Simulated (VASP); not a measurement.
# GaN (P6_3mc) in VASP: electric field gradients with PBEsol

Aim: the electric field gradients of GaN with PBEsol.

Program: VASP 6.6.1. These are calculated values, not measurements. Logs are shortened: lines on timing, memory, paths and dates and some standing lists are left out, and cuts for length are marked.

**1. The cell of the first run**

Symmetry: P6_3mc, No. 186, hexagonal system. The conventional cell has a = 3.180 Å, b = 3.180 Å, c = 5.166 Å, α = 90.00°, β = 90.00°, γ = 120.00°. Ga (site symmetry 3m) has 4 N at 1.94 to 1.95 Å within 2.6 Å. Within 2.6 Å of N (site symmetry 3m) lie 4 Ga at 1.94 to 1.95 Å.

**2. Electric field gradients, PBEsol**

The input, INCAR:

```
PREC = Accurate ; ENCUT = 520
EDIFF = 1E-8 ; ISMEAR = -1
SIGMA = 0.02 ; LREAL = F
LASPH = T ; NELM = 60
ALGO = Normal ; ISIF = 2
LWAVE = F ; LCHARG = F
GGA = PS ; LEFG = T
NBANDS = 26
```

The input, KPOINTS:

```
Automatic mesh
0
Gamma
  11 11 6
```

The input, POSCAR:

```
GaN
1.0
    3.1800000000      0.0000000000      0.0000000000
   -1.5900000000      2.7539607840      0.0000000000
    0.0000000000      0.0000000000      5.1660000000
Ga N
2 2
Direct
    0.3333333333      0.6666666667      0.0039408785
    0.6666666667      0.3333333333      0.5039408785
    0.3333333333      0.6666666667      0.3810591215
    0.6666666667      0.3333333333      0.8810591215
```

Potentials or basis: VASP PAW PBE potentials, release 64 (Ga_d, N).

Launch:

```bash
> cat potpaw_PBE.64/Ga_d/POTCAR potpaw_PBE.64/N/POTCAR > POTCAR
> mpirun -np 1 vasp_std > vasp.out
```

OUTCAR:

```text
PREC = Accurate
   ENCUT = 520
   EDIFF = 1E-8
   ISMEAR = -1
   LREAL = F
   LASPH = T
   NELM = 60
   ISIF = 2
   GGA = PS

 ion  position               nearest neighbor table
   1  0.333  0.667  0.004-   4 1.94   4 1.94   4 1.94   3 1.95
   2  0.667  0.333  0.504-   3 1.94   3 1.94   3 1.94   4 1.95
   3  0.333  0.667  0.381-   2 1.94   2 1.94   2 1.94   1 1.95
   4  0.667  0.333  0.881-   1 1.94   1 1.94   1 1.94   2 1.95

  LATTYP: Found a hexagonal cell.
 ALAT       =     3.1800000000
 C/A-ratio  =     1.6245283019

  Lattice vectors:

 A1 = (   3.1800000000,   0.0000000000,   0.0000000000)
 A2 = (  -1.5900000000,   2.7539607840,   0.0000000000)
 A3 = (   0.0000000000,   0.0000000000,   5.1660000000)

Analysis of symmetry for initial positions (statically):
=====================================================================
 Subroutine PRICEL returns:
 Original cell was already a primitive cell.

 Routine SETGRP: Setting up the symmetry group for a
 hexagonal supercell.

 Subroutine GETGRP returns: Found 12 space group operations
 (whereof  6 operations were pure point group operations)
 out of a pool of 24 trial point group operations.

The static configuration has the point symmetry C_3v.
 The point group associated with its full space group is C_6v.

Analysis of symmetry for dynamics (positions and initial velocities):
=====================================================================
 Subroutine PRICEL returns:
 Original cell was already a primitive cell.

 Routine SETGRP: Setting up the symmetry group for a
 hexagonal supercell.

 Subroutine GETGRP returns: Found 12 space group operations
 (whereof  6 operations were pure point group operations)
 out of a pool of 24 trial point group operations.

The dynamic configuration has the point symmetry C_3v.
 The point group associated with its full space group is C_6v.

 Subroutine INISYM returns: Found 12 space group operations
 (whereof  6 operations are pure point group operations),
 and found     1 'primitive' translations

----------------------------------------------------------------------------------------

                                     Primitive cell

  volume of cell :      45.2417

  direct lattice vectors                    reciprocal lattice vectors
     3.180000000  0.000000000  0.000000000     0.314465409  0.181556688  0.000000000
    -1.590000000  2.753960784  0.000000000     0.000000000  0.363113377  0.000000000
     0.000000000  0.000000000  5.166000000     0.000000000  0.000000000  0.193573364

  length of vectors
     3.180000000  3.180000000  5.166000000     0.363113377  0.363113377  0.193573364

  position of ions in fractional coordinates (direct lattice)
     0.333333333  0.666666667  0.003940879
     0.666666667  0.333333333  0.503940879
     0.333333333  0.666666667  0.381059122
     0.666666667  0.333333333  0.881059122

  ion indices of the primitive-cell ions
   primitive index   ion index
                 1           1
                 2           2
                 3           3
                 4           4

----------------------------------------------------------------------------------------

 KPOINTS: Automatic mesh

Automatic generation of k-mesh.
 Grid dimensions read from file:
 generate k-points for:   11   11    6

 Generating k-lattice:

  Cartesian coordinates                     Fractional coordinates (reciprocal lattice)
     0.028587764  0.016505153  0.000000000     0.090909091  0.000000000  0.000000000
     0.000000000  0.033010307  0.000000000     0.000000000  0.090909091  0.000000000
[... 41 lines left out ...]
   number of dos      NEDOS =    301   number of ions     NIONS =      4
   total plane-waves  NPLWV =  23040
   dimension x,y,z NGX =    24 NGY =   24 NGZ =   40
   dimension x,y,z NGXF=    48 NGYF=   48 NGZF=   80
   ions per type =               2   2
   NGX,Y,Z   is equivalent  to a cutoff of  12.55, 12.55, 12.87 a.u.
   NGXF,Y,Z  is equivalent  to a cutoff of  25.09, 25.09, 25.74 a.u.
 SYSTEM =  unknown system
   PREC   = accura    normal or accurate (medium, high low for compatibility)
   ISTART =      0    job   : 0-new  1-cont  2-samecut
   ICHARG =      2    charge: 1-file 2-atom 10-const
   ISPIN  =      1    spin polarized calculation?
   LNONCOLLINEAR =      F non collinear calculations
   LSORBIT =      F    spin-orbit coupling
   LASPH  =      T    aspherical Exc in radial PAW
   ENCUT  =  520.0 eV  38.22 Ry    6.18 a.u.   5.91  5.91  9.61*2*pi/ulx,y,z
   NELM   =     60;   NELMIN=  2; NELMDL= -5     # of ELM steps
   EDIFF  = 0.1E-07   stopping-criterion for ELM
   LREAL  =      F    real-space projection
   EDIFFG = 0.1E-06   stopping-criterion for IOM
   NSW    =      0    number of steps for IOM
   IBRION =     -1    ionic relax: 0-MD 1-quasi-New 2-CG
   NFREE  =      0    steps in history (QN), initial steepest desc. (CG)
   ISIF   =      2    stress and relaxation
   ISYM   =      2    0-nonsym 1-usesym 2-fastsym
   POTIM  = 0.5000    time-step for ionic-motion
   TEBEG  =    0.0;   TEEND  =   0.0 temperature during run
   PSTRESS=    0.0 pullay stress
   NELECT =      36.0000    total number of electrons
   NUPDOWN=      -1.0000    fix difference up-down
   EMIN   =  10.00;   EMAX   =-10.00  energy-range for DOS
   EFERMI =   0.00;   METHOD = LEGACY
   ISMEAR =    -1;   SIGMA  =   0.02  broadening in eV -4-tet -1-fermi 0-gaus
   EFERMI_NEDOS =   21; number of points for ismear=-14 and -15
   IALGO  =     38    algorithm
   IMIX   =      4    mixing-type and parameters
     AMIX     =   0.40;   BMIX     =  1.00
     AMIX_MAG =   1.60;   BMIX_MAG =  1.00
  volume/ion in A,a.u.               =      11.31        76.33
  Fermi-wavevector in a.u.,A,eV,Ry     =   1.517036  2.866782 31.312427  2.301398
  Thomas-Fermi vector in A             =   2.626345
   LORBIT       =      0    0 simple, 1 ext, 2 COOP (PROOUT), +10 PAW based schemes
   GGA     = PS    functional components
   LHFCALC =     F    Hartree Fock is set to
   AEXX    =    0.0000 exact exchange contribution
   IVDW    =     0    specifies the selected vdW correction
   LEPSILON=     F    determine dielectric tensor
   LRPA    =     F    only Hartree local field effects (RPA)
 non-spin polarized calculation
  energy-cutoff  :      520.00
  volume of cell :       45.24
 maximum number of plane-waves:      1236
 NGX is ok and might be reduce to    24
   NGX = 11   NGY = 11   NGZ = 19

 number of electron      36.0000002 magnetization

 Free energy of the ion-electron system (eV)
  ---------------------------------------------------
  ext. energy  EPLUGINS =         0.00000000
  ---------------------------------------------------
  free energy    TOTEN  =       -26.26774927 eV

  energy without entropy =      -26.26774927  energy(sigma->0) =      -26.26774927

 E-fermi :   5.6546     XC(G=0): -11.9571

 val. band max:        5.2892031540   @ k =   0.0000   0.0000   0.0000
 cond. band min:       7.2295771626   @ k =   0.0000   0.0000   0.0000
 fundamental gap:      1.9403740086
 Fermi energy:         5.6545539163

 k-point     1 :       0.0000    0.0000    0.0000
  band No.  band energies     occupation
      1     -10.7691      2.00000
      2      -9.7806      2.00000
      3      -8.1132      2.00000
      4      -8.0982      2.00000
      5      -8.0982      2.00000
      6      -8.0340      2.00000
[... 685 lines left out ...]
     25      16.3047      0.00000
     26      17.7685      0.00000

 [... further k-points ...]

------------------------ aborting loop because EDIFF is reached ----------------------------------------

  FORCE on cell =-STRESS in cart. coord.  units (eV):
  Direction    XX          YY          ZZ          XY          YZ          ZX
  --------------------------------------------------------------------------------------
  -------------------------------------------------------------------------------------
  Total        0.1464013      0.1464013      0.3986974      0.0000000      0.0000000      0.0000000
  in kB        5.1846132      5.1846132     14.1193488      0.0000000      0.0000000      0.0000000
  external PRESSURE =       8.1628584 kB  Pullay stress =       0.0000000 kB

 VOLUME and BASIS-vectors are now :
 -----------------------------------------------------------------------------
  energy-cutoff  :      520.00
  volume of cell :       45.24
      direct lattice vectors                 reciprocal lattice vectors
     3.180000000  0.000000000  0.000000000     0.314465409  0.181556688  0.000000000
    -1.590000000  2.753960784  0.000000000     0.000000000  0.363113377  0.000000000
     0.000000000  0.000000000  5.166000000     0.000000000  0.000000000  0.193573364

 POSITION                                       TOTAL-FORCE (eV/Angst)
 -----------------------------------------------------------------------------------
     -0.00000      1.83597      0.02036         0.000000      0.000000      0.001365
      1.59000      0.91799      2.60336        -0.000000      0.000000      0.001365
     -0.00000      1.83597      1.96855        -0.000000      0.000000     -0.001365
      1.59000      0.91799      4.55155         0.000000      0.000000     -0.001365
 -----------------------------------------------------------------------------------
    total drift:                               -0.000001     -0.000002      0.000371

  FREE ENERGIE OF THE ION-ELECTRON SYSTEM (eV)
  ---------------------------------------------------
  free  energy   TOTEN  =       -26.2677492653 eV

  energy  without entropy=      -26.2677492653  energy(sigma->0) =      -26.26774927

 Electric field gradients (V/A^2)
---------------------------------------------------------------------
 ion       V_xx      V_yy      V_zz      V_xy      V_xz      V_yz
---------------------------------------------------------------------
   1      -1.993    -1.989     3.982     0.004     0.000    -0.000
   2      -1.993    -1.989     3.982     0.004    -0.000     0.000
   3      -0.175    -0.177     0.352    -0.001    -0.000     0.000
   4      -0.175    -0.177     0.352    -0.001     0.000    -0.000
---------------------------------------------------------------------

 Electric field gradients after diagonalization (V/A^2)
 (convention: |V_zz| > |V_xx| > |V_yy|)
----------------------------------------------------------------------
 ion       V_xx      V_yy      V_zz     asymmetry (V_yy - V_xx)/ V_zz
----------------------------------------------------------------------
   1      -1.996    -1.986     3.982       0.002
   2      -1.996    -1.986     3.982       0.002
   3      -0.178    -0.175     0.352       0.008
   4      -0.178    -0.175     0.352       0.008
----------------------------------------------------------------------

           NMR quadrupolar parameters

 Cq : quadrupolar parameter    Cq=e*Q*V_zz/h
 eta: asymmetry parameters     (V_yy - V_xx)/ V_zz
 Q  : nuclear electric quadrupole moment in mb (millibarn)
----------------------------------------------------------------------
 ion       Cq(MHz)       eta       Q (mb)
----------------------------------------------------------------------
   1       0.010       0.002       1.000
   2       0.010       0.002       1.000
   3       0.001       0.008       1.000
   4       0.001       0.008       1.000
----------------------------------------------------------------------
```

It took 75 s on 1 thread of Intel Xeon 8259CL, shared host; peak memory 0.2 GiB.

Results:

```
Free energy                             : -26.2677 eV
Pressure                                : 0.8 GPa
Band gap on the k mesh                  : 1.94 eV
Largest electric field gradient by atom : Ga +4.0; N +0.4 V/Å²
```

Electric field gradients, principal values (V/Å²):
| atom | least | middle | greatest (by size) |
| --- | --- | --- | --- |
| 1 Ga | -1.986 | -1.996 | 3.982 |
| 2 Ga | -1.986 | -1.996 | 3.982 |
| 3 N | -0.175 | -0.178 | 0.352 |
| 4 N | -0.175 | -0.178 | 0.352 |

Caveat: without QUAD_EFG the Cq values of the log hold for a quadrupole moment of 1 mb, not for the nuclei; the PAW data sets were made with another functional, which shifts forces and pressure a little.
